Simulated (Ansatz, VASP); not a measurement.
**Two plane-wave programs on Si3N4**

Contents of INCAR:

```
SYSTEM = Si3N4
PREC = Accurate
ENCUT = 520
EDIFF = 1E-6
ISMEAR = 0
SIGMA = 0.02
LREAL = .False.
LASPH = .True.
NELM = 60
ALGO = Normal
ISIF = 2
LWAVE = .False.
LCHARG = .False.
GGA = PS
IBRION = 2
NSW = 50
EDIFFG = -0.01
```

File KPOINTS:

```
regular mesh
0
Gamma
  6 6 6
  0 0 0
```

POSCAR

```
Si3N4
1.0
    0.0000000000      3.9969670300      3.9969670300
    3.9969670300      0.0000000000      3.9969670300
    3.9969670300      3.9969670300      0.0000000000
Si N
6 8
Direct
    0.1250000000      0.1250000000      0.6250000000
    0.1250000000      0.6250000000      0.1250000000
    0.6250000000      0.1250000000      0.1250000000
    0.1250000000      0.1250000000      0.1250000000
    0.7500000000      0.7500000000      0.7500000000
    0.5000000000      0.5000000000      0.5000000000
    0.3671886779      0.3671886779      0.3671886779
    0.3515660338      0.8828113221      0.8828113221
    0.8828113221      0.8828113221      0.3515660338
    0.8828113221      0.3515660338      0.8828113221
    0.3671886779      0.3671886779      0.8984339662
    0.3671886779      0.8984339662      0.3671886779
    0.8828113221      0.8828113221      0.8828113221
    0.8984339662      0.3671886779      0.3671886779
```

Input for Ansatz:

```yaml
crystal:
  lattice:
    - [0.0, 3.99696703, 3.99696703]
    - [3.99696703, 0.0, 3.99696703]
    - [3.99696703, 3.99696703, 0.0]
  atoms:
    - { symbol: Si, position: [0.125, 0.125, 0.625] }
    - { symbol: Si, position: [0.125, 0.625, 0.125] }
    - { symbol: Si, position: [0.625, 0.125, 0.125] }
    - { symbol: Si, position: [0.125, 0.125, 0.125] }
    - { symbol: Si, position: [0.75, 0.75, 0.75] }
    - { symbol: Si, position: [0.5, 0.5, 0.5] }
    - { symbol: "N", position: [0.3671886779, 0.3671886779, 0.3671886779] }
    - { symbol: "N", position: [0.3515660338, 0.8828113221, 0.8828113221] }
    - { symbol: "N", position: [0.8828113221, 0.8828113221, 0.3515660338] }
    - { symbol: "N", position: [0.8828113221, 0.3515660338, 0.8828113221] }
    - { symbol: "N", position: [0.3671886779, 0.3671886779, 0.8984339662] }
    - { symbol: "N", position: [0.3671886779, 0.8984339662, 0.3671886779] }
    - { symbol: "N", position: [0.8828113221, 0.8828113221, 0.8828113221] }
    - { symbol: "N", position: [0.8984339662, 0.3671886779, 0.3671886779] }
basis:
  ecutwfc: 420
kpoints:
  mp_grid: { grid: [6, 6, 6] }
hamiltonian:
  xc: pbesol
scf:
  occupations: { method: gaussian, width: 0.02 }
output:
  forces: true
  stress: true
  eigenvalues: true
  write_density: true
  write_potential: true
  elf: true
  volumetric_format: npy
relax:
  adjacent_minimum: "off"
  f_tol: 0.01
  max_steps: 30
```

Alike in both runs: task relaxation of the atoms; functional PBEsol; k mesh 6 × 6 × 6; occupations gaussian, width 0.02 eV; no spin polarisation.

|  | VASP | Ansatz |
| --- | --- | --- |
| version | VASP 6.6.1 | Ansatz 0.2.0 |
| potentials or method | VASP PAW PBE potentials, release 64 (Si, N), cutoff 520 eV | scalar-relativistic, plane waves, PAW |
| valence electrons in the cell | 64 | 64 |

```csv
,VASP,Ansatz,Ansatz less VASP
"gap on the k mesh at the Fermi level, each at its own relaxed structure (eV)",2.93,2.93,+0.006
```

VASP's potentials were made for PBE, not for PBEsol. Ansatz's warnings: stress scf threshold loose.
